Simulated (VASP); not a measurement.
The system is ZnH2.

```
CELL_PARAMETERS angstrom
2.83373 0.00000 0.00000
-1.41687 2.45408 0.00000
0.00000 0.00000 7.30712
ATOMIC_POSITIONS crystal
Zn 0.33333 0.66667 0.25000
Zn 0.66667 0.33333 0.75000
H 0.33333 0.66667 0.54800
H 0.66667 0.33333 0.04800
H 0.33333 0.66667 0.95200
H 0.66667 0.33333 0.45200
```

| Quantity | Value |
| --- | --- |
| Program | VASP 6.6.1 |
| Task | relaxation of cell and atoms |
| Functional | PBE |
| Potentials or basis | VASP PAW PBE potentials, release 64 (Zn, H) |
| Cutoff | 600 eV |
| k mesh | 6 × 6 × 4 |
| Occupations | gaussian, width 0.1 eV |
| Spin | no spin polarisation |

At the start: pressure -7.5 GPa; volume 8.47 Å³/atom.

Problem. Where does the relaxation end?

Solution. Over 13 steps the energy falls by 49.2 meV/atom and the volume is 7.97 Å³/atom (-5.9 %); space group P6_3/mmc (No. 194, to 0.05 Å).

Step by step:
```tsv
step	energy change (eV)	largest force (eV/Å)	pressure (GPa)	volume (Å³)
1	0.0000	0.1806	-7.48	50.82
2	-0.1524	0.1358	-3.85	47.96
3	-0.2120	0.1508	-0.06	45.71
4	-0.2158	0.1573	1.29	44.98
5	-0.2295	0.1777	1.05	45.22
6	-0.2473	0.2124	0.71	45.75
7	-0.2583	0.0034	0.23	46.75
8	-0.2720	0.1788	-0.63	48.53
9	-0.2846	0.1083	-0.20	47.74
10	-0.2852	0.1218	-0.31	47.87
11	-0.2884	0.0164	0.34	47.84
12	-0.2923	0.0664	-0.02	47.86
13	-0.2949	0.0364	-0.04	47.83
```

Final structure:
```
Zn H
1.0
     2.98743    0.00000    0.00000
    -1.49371    2.58719    0.00000
     0.00000    0.00000    6.18886
Zn H
2 4
Direct
  0.33333 0.66667 0.25000
  0.66667 0.33333 0.75000
  0.33333 0.66667 0.56760
  0.66667 0.33333 0.06760
  0.33333 0.66667 0.93240
  0.66667 0.33333 0.43240
```

Caveat: the k points lie up to 0.40 Å⁻¹ apart in the final cell.
